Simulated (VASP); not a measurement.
# YZn (Pm-3m) in VASP: further runs

Runs on YZn. Level: LDA. Tasks: single point, relaxation of cell and atoms.

Everything below comes from runs of VASP 6.6.1. Logs are shortened: lines on timing, memory, paths and dates and some standing lists are left out, and cuts for length are marked.

## 1. The cell of the first run

Symmetry: Pm-3m, No. 221, cubic system. The conventional cell has a = 3.474 Å, b = 3.474 Å, c = 3.474 Å, α = 90.00°, β = 90.00°, γ = 90.00°. Y (site symmetry m-3m) has 8 Zn at 3.01 Å and 6 Y at 3.47 Å within 4.0 Å. Zn (site symmetry m-3m) has 8 Y at 3.01 Å and 6 Zn at 3.47 Å within 4.0 Å.

## 2. Single point, LDA

Input file INCAR:

```
PREC     = Accurate       # precision mode
ENCUT    = 520            # plane-wave cutoff, eV
EDIFF    = 1E-6           # SCF threshold, eV
ISMEAR   = 0              # smearing method
SIGMA    = 0.1            # smearing width, eV
LREAL    = F              # projectors in reciprocal space
LASPH    = T              # aspherical terms in the spheres
NELM     = 100            # most SCF steps
ALGO     = Normal         # electronic algorithm
ISIF     = 2              # what is computed and relaxed
LWAVE    = F              # write WAVECAR
LCHARG   = F              # write CHGCAR
NBANDS   = 18             # bands
```

Input file KPOINTS:

```
Automatic mesh
0
Gamma
  12 12 12
```

Input file POSCAR:

```
YZn
1.0
    3.4743752595      0.0000000000      0.0000000000
    0.0000000000      3.4743752595      0.0000000000
    0.0000000000      0.0000000000      3.4743752595
Y Zn
1 1
Direct
    0.0000000000      0.0000000000      0.0000000000
    0.5000000000      0.5000000000      0.5000000000
```

Potentials or basis: VASP PAW LDA potentials, release 64 (Y_sv, Zn).

Run with:

```bash
> cat potpaw_LDA.64/Y_sv/POTCAR potpaw_LDA.64/Zn/POTCAR > POTCAR
> mpirun -np 1 vasp_std > vasp.out
```

OUTCAR:

```text
PREC = Accurate
   ENCUT = 520
   EDIFF = 1E-6
   ISMEAR = 0
   LREAL = F
   LASPH = T
   NELM = 100
   ISIF = 2

 ion  position               nearest neighbor table
   1  0.000  0.000  0.000-   2 3.01   2 3.01   2 3.01   2 3.01   2 3.01   2 3.01   2 3.01   2 3.01

   2  0.500  0.500  0.500-   1 3.01   1 3.01   1 3.01   1 3.01   1 3.01   1 3.01   1 3.01   1 3.01

  LATTYP: Found a simple cubic cell.
 ALAT       =     3.4743752595

  Lattice vectors:

 A1 = (   3.4743752595,   0.0000000000,   0.0000000000)
 A2 = (   0.0000000000,   3.4743752595,   0.0000000000)
 A3 = (   0.0000000000,   0.0000000000,   3.4743752595)

Analysis of symmetry for initial positions (statically):
=====================================================================
 Subroutine PRICEL returns:
 Original cell was already a primitive cell.

 Routine SETGRP: Setting up the symmetry group for a
 simple cubic supercell.

 Subroutine GETGRP returns: Found 48 space group operations
 (whereof 48 operations were pure point group operations)
 out of a pool of 48 trial point group operations.

The static configuration has the point symmetry O_h .

Analysis of symmetry for dynamics (positions and initial velocities):
=====================================================================
 Subroutine PRICEL returns:
 Original cell was already a primitive cell.

 Routine SETGRP: Setting up the symmetry group for a
 simple cubic supercell.

 Subroutine GETGRP returns: Found 48 space group operations
 (whereof 48 operations were pure point group operations)
 out of a pool of 48 trial point group operations.

The dynamic configuration has the point symmetry O_h .

 Subroutine INISYM returns: Found 48 space group operations
 (whereof 48 operations are pure point group operations),
 and found     1 'primitive' translations

----------------------------------------------------------------------------------------

                                     Primitive cell

  volume of cell :      41.9402

  direct lattice vectors                    reciprocal lattice vectors
     3.474375259  0.000000000  0.000000000     0.287821529  0.000000000  0.000000000
     0.000000000  3.474375259  0.000000000     0.000000000  0.287821529  0.000000000
     0.000000000  0.000000000  3.474375259     0.000000000  0.000000000  0.287821529

  length of vectors
     3.474375259  3.474375259  3.474375259     0.287821529  0.287821529  0.287821529

  position of ions in fractional coordinates (direct lattice)
     0.000000000  0.000000000  0.000000000
     0.500000000  0.500000000  0.500000000

  ion indices of the primitive-cell ions
   primitive index   ion index
                 1           1
                 2           2

----------------------------------------------------------------------------------------

 KPOINTS: Automatic mesh

Automatic generation of k-mesh.
 Grid dimensions read from file:
 generate k-points for:   12   12   12

 Generating k-lattice:

  Cartesian coordinates                     Fractional coordinates (reciprocal lattice)
     0.023985127  0.000000000  0.000000000     0.083333333  0.000000000  0.000000000
     0.000000000  0.023985127  0.000000000     0.000000000  0.083333333  0.000000000
     0.000000000  0.000000000  0.023985127     0.000000000  0.000000000  0.083333333

  Length of vectors
     0.023985127  0.023985127  0.023985127

  Shift w.r.t. Gamma in fractional coordinates (k-lattice)
     0.000000000  0.000000000  0.000000000

 Subroutine IBZKPT returns following result:
 ===========================================

 Found     84 irreducible k-points:

 Following reciprocal coordinates:
            Coordinates               Weight
  0.000000  0.000000  0.000000      1.000000
  0.083333  0.000000  0.000000      6.000000
  0.166667  0.000000  0.000000      6.000000
  0.250000  0.000000  0.000000      6.000000
  0.333333  0.000000  0.000000      6.000000
  0.416667  0.000000  0.000000      6.000000
[... 16 lines left out ...]
  0.333333  0.333333  0.000000     12.000000
  0.416667  0.333333  0.000000     24.000000
 [... further k-points ...]
   k-points           NKPTS =     84   k-points in BZ     NKDIM =     84   number of bands    NBANDS=     18
   number of dos      NEDOS =    301   number of ions     NIONS =      2
   total plane-waves  NPLWV =  21952
   dimension x,y,z NGX =    28 NGY =   28 NGZ =   28
   dimension x,y,z NGXF=    56 NGYF=   56 NGZF=   56
   ions per type =               1   1
   NGX,Y,Z   is equivalent  to a cutoff of  13.40, 13.40, 13.40 a.u.
   NGXF,Y,Z  is equivalent  to a cutoff of  26.80, 26.80, 26.80 a.u.
 SYSTEM =  unknown system
   PREC   = accura    normal or accurate (medium, high low for compatibility)
   ISTART =      0    job   : 0-new  1-cont  2-samecut
   ICHARG =      2    charge: 1-file 2-atom 10-const
   ISPIN  =      1    spin polarized calculation?
   LNONCOLLINEAR =      F non collinear calculations
   LSORBIT =      F    spin-orbit coupling
   LASPH  =      T    aspherical Exc in radial PAW
   ENCUT  =  520.0 eV  38.22 Ry    6.18 a.u.   6.46  6.46  6.46*2*pi/ulx,y,z
   NELM   =    100;   NELMIN=  2; NELMDL= -5     # of ELM steps
   EDIFF  = 0.1E-05   stopping-criterion for ELM
   LREAL  =      F    real-space projection
   EDIFFG = 0.1E-04   stopping-criterion for IOM
   NSW    =      0    number of steps for IOM
   IBRION =     -1    ionic relax: 0-MD 1-quasi-New 2-CG
   NFREE  =      0    steps in history (QN), initial steepest desc. (CG)
   ISIF   =      2    stress and relaxation
   ISYM   =      2    0-nonsym 1-usesym 2-fastsym
   POTIM  = 0.5000    time-step for ionic-motion
   TEBEG  =    0.0;   TEEND  =   0.0 temperature during run
   PSTRESS=    0.0 pullay stress
   NELECT =      23.0000    total number of electrons
   NUPDOWN=      -1.0000    fix difference up-down
   EMIN   =  10.00;   EMAX   =-10.00  energy-range for DOS
   EFERMI =   0.00;   METHOD = LEGACY
   ISMEAR =     0;   SIGMA  =   0.10  broadening in eV -4-tet -1-fermi 0-gaus
   EFERMI_NEDOS =   21; number of points for ismear=-14 and -15
   IALGO  =     38    algorithm
   IMIX   =      4    mixing-type and parameters
     AMIX     =   0.40;   BMIX     =  1.00
     AMIX_MAG =   1.60;   BMIX_MAG =  1.00
  volume/ion in A,a.u.               =      20.97       141.51
  Fermi-wavevector in a.u.,A,eV,Ry     =   1.340008  2.532248 24.430912  1.795621
  Thomas-Fermi vector in A             =   2.468355
   LORBIT       =      0    0 simple, 1 ext, 2 COOP (PROOUT), +10 PAW based schemes
   GGA     = CA    functional components
   LHFCALC =     F    Hartree Fock is set to
   AEXX    =    0.0000 exact exchange contribution
   IVDW    =     0    specifies the selected vdW correction
   LEPSILON=     F    determine dielectric tensor
   LRPA    =     F    only Hartree local field effects (RPA)
 non-spin polarized calculation
 Gauss-broadening in eV      SIGMA  =   0.10
  energy-cutoff  :      520.00
  volume of cell :       41.94
 maximum number of plane-waves:      1146
 NGX is ok and might be reduce to    28
   NGX = 13   NGY = 13   NGZ = 13

 number of electron      23.0000011 magnetization

 Free energy of the ion-electron system (eV)
  ---------------------------------------------------
  ext. energy  EPLUGINS =         0.00000000
  ---------------------------------------------------
  free energy    TOTEN  =        -9.56475691 eV

  energy without entropy =       -9.55212676  energy(sigma->0) =       -9.55844183

 E-fermi :   3.4455     XC(G=0): -10.9998

 val. band max:        3.4429899639   @ k =   0.2500   0.2500   0.0000
 cond. band min:       3.4479036882   @ k =   0.3333   0.3333   0.0000
 fundamental gap:      0.0049137242
 Fermi energy:         3.4455408652

 k-point     1 :       0.0000    0.0000    0.0000
  band No.  band energies     occupation
      1     -38.8007      2.00000
      2     -18.7599      2.00000
      3     -18.7599      2.00000
      4     -18.7599      2.00000
      5      -3.8802      2.00000
      6      -3.8802      2.00000
[... 10 lines left out ...]
     17       8.4540      0.00000
     18       8.4540      0.00000

 k-point     2 :       0.0833    0.0000    0.0000
  band No.  band energies     occupation
      1     -38.7984      2.00000
      2     -18.7924      2.00000
      3     -18.7572      2.00000
      4     -18.7572      2.00000
      5      -3.8748      2.00000
      6      -3.8648      2.00000
[... 10 lines left out ...]
     17       9.2615      0.00000
     18       9.2615      0.00000

 k-point     3 :       0.1667    0.0000    0.0000
  band No.  band energies     occupation
      1     -38.7919      2.00000
      2     -18.8803      2.00000
      3     -18.7499      2.00000
      4     -18.7499      2.00000
      5      -3.8598      2.00000
      6      -3.8232      2.00000
[... 10 lines left out ...]
     17      10.2802      0.00000
     18      10.2802      0.00000

 k-point     4 :       0.2500    0.0000    0.0000
  band No.  band energies     occupation
      1     -38.7831      2.00000
      2     -18.9976      2.00000
      3     -18.7399      2.00000
      4     -18.7399      2.00000
      5      -3.8393      2.00000
      6      -3.7680      2.00000
[... 375 lines left out ...]
      4     -18.6981      2.00000
      5      -3.7953      2.00000
      6      -3.7854      2.00000
[... 10 lines left out ...]
     17      11.4039      0.00000
     18      11.7231      0.00000

 k-point    23 :       0.3333    0.3333    0.0000
  band No.  band energies     occupation
      1     -38.7485      2.00000
      2     -19.0679      2.00000
      3     -19.0518      2.00000
      4     -18.6980      2.00000
      5      -3.8152      2.00000
      6      -3.7896      2.00000
[... 10 lines left out ...]
     17      10.0356      0.00000
     18      12.4061      0.00000

 k-point    24 :       0.4167    0.3333    0.0000
  band No.  band energies     occupation
      1     -38.7423      2.00000
      2     -19.1373      2.00000
      3     -19.0468      2.00000
      4     -18.6902      2.00000
      5      -3.8377      2.00000
      6      -3.7954      2.00000
[... 10 lines left out ...]
     17      10.4306      0.00000
     18      11.7585      0.00000

 [... further k-points ...]
[... 5 lines left out ...]
  --------------------------------------------------------------------------------------
  -------------------------------------------------------------------------------------
  Total        0.0207493      0.0207493      0.0207493     -0.0000000     -0.0000000      0.0000000
  in kB        0.7926534      0.7926534      0.7926534     -0.0000000     -0.0000000      0.0000000
  external PRESSURE =       0.7926534 kB  Pullay stress =       0.0000000 kB

 VOLUME and BASIS-vectors are now :
 -----------------------------------------------------------------------------
  energy-cutoff  :      520.00
  volume of cell :       41.94
      direct lattice vectors                 reciprocal lattice vectors
     3.474375259  0.000000000  0.000000000     0.287821529  0.000000000  0.000000000
     0.000000000  3.474375259  0.000000000     0.000000000  0.287821529  0.000000000
     0.000000000  0.000000000  3.474375259     0.000000000  0.000000000  0.287821529

 POSITION                                       TOTAL-FORCE (eV/Angst)
 -----------------------------------------------------------------------------------
      0.00000      0.00000      0.00000         0.000000      0.000000      0.000000
      1.73719      1.73719      1.73719         0.000000      0.000000      0.000000
 -----------------------------------------------------------------------------------
    total drift:                                0.000000      0.000000      0.000000

  FREE ENERGIE OF THE ION-ELECTRON SYSTEM (eV)
  ---------------------------------------------------
  free  energy   TOTEN  =        -9.5647569066 eV

  energy  without entropy=       -9.5521267588  energy(sigma->0) =       -9.55844183
```

Run time: 50 s. Hardware: 1 thread of Intel Xeon Platinum 8259CL at 2.50GHz (Skylake/Cascade Lake), shared host; peak memory 0.2 GiB.

Results:

```
Free energy : -9.5648 eV
Pressure    : 0.1 GPa
```

Levels at points of the mesh, in eV from the Fermi level:
| k point | band 10 | band 11 | band 12 | band 13 | band 14 | band 15 |
| --- | --- | --- | --- | --- | --- | --- |
| (0.00, 0.00, 0.00) | -7.09 | -0.10 | -0.10 | 4.60 | 4.60 | 4.60 |
| (0.50, 0.00, 0.00) | -4.10 | -3.51 | 0.34 | 1.44 | 1.44 | 4.73 |
| (0.50, 0.50, 0.00) | -4.17 | -0.04 | -0.04 | 0.22 | 2.98 | 2.98 |
| (0.50, 0.50, 0.50) | -2.10 | -2.10 | -2.10 | -0.40 | 5.79 | 5.79 |

## 3. Relaxation of cell and atoms, LDA

This run uses another cell than the first one, of 22.56 Å³/atom, 1.076 times its volume.

Input file INCAR:

```
SYSTEM = YZn
PREC = Accurate
ENCUT = 600
EDIFF = 1E-7
ISMEAR = 0
SIGMA = 0.1
LREAL = .FALSE.
LASPH = .TRUE.
NELM = 100
ALGO = Normal
ISIF = 3
LWAVE = .FALSE.
LCHARG = .FALSE.
IBRION = 2
NSW = 100
EDIFFG = -0.005
```

Input file KPOINTS:

```
Automatic mesh
0
G
  12 12 12
  0 0 0
```

Input file POSCAR:

```
YZn
1.0
    3.5600000000      0.0000000000      0.0000000000
    0.0000000000      3.5600000000      0.0000000000
    0.0000000000      0.0000000000      3.5600000000
Y Zn
1 1
Direct
    0.0000000000      0.0000000000      0.0000000000
    0.5000000000      0.5000000000      0.5000000000
```

Potentials or basis: VASP PAW LDA potentials, release 64 (Y_sv, Zn).

Run with:

```bash
> cat potpaw_LDA.64/Y_sv/POTCAR potpaw_LDA.64/Zn/POTCAR > POTCAR
> mpirun -np 1 vasp_std > vasp.out
```

Wall time 2.1 min (1 thread of Intel Xeon Platinum 8259CL at 2.50GHz (Skylake/Cascade Lake), shared host); peak memory 0.23 GiB.

Results (log left out):

* Free energy: -9.5652 eV
* Relaxed volume: 20.98 Å³/atom
* Relaxed cell: a = 3.475 Å, b = 3.475 Å, c = 3.475 Å, α = 90.00°, β = 90.00°, γ = 90.00°
* Space group after relaxing (to 0.05 Å): Pm-3m (No. 221)
* Energy gained by relaxing: 23.7 meV/atom
* Ionic steps: 3
* Pressure after relaxing: 0.0 GPa

The path:
```
step  energy change (eV)  largest force (eV/Å)  pressure (GPa)  volume (Å³)
   1              0.0000                0.0000           -4.53        45.12
   2             -0.0430                0.0000            1.60        41.08
   3             -0.0473                0.0000            0.03        41.96
```

Final structure:
```
Y Zn
1.0
     3.47491    0.00000    0.00000
     0.00000    3.47491    0.00000
     0.00000    0.00000    3.47491
Y Zn
1 1
Direct
  0.00000 0.00000 0.00000
  0.50000 0.50000 0.50000
```

Levels at points of the mesh, in eV from the Fermi level:
```csv
k point,band 8,band 9,band 10,band 11,band 12,band 13,band 14,band 15
"(0.00, 0.00, 0.00)",-7.09,-7.09,-7.09,-0.10,-0.10,4.60,4.60,4.60
"(0.50, 0.00, 0.00)",-7.11,-7.07,-4.10,-3.51,0.34,1.44,1.44,4.72
"(0.50, 0.50, 0.00)",-7.20,-6.93,-4.16,-0.04,-0.04,0.22,2.98,2.98
"(0.50, 0.50, 0.50)",-6.93,-6.93,-2.10,-2.10,-2.10,-0.40,5.79,5.79
```

LDA usually gives volumes a few per cent too small. Zero-point motion and thermal expansion aren't in these numbers.
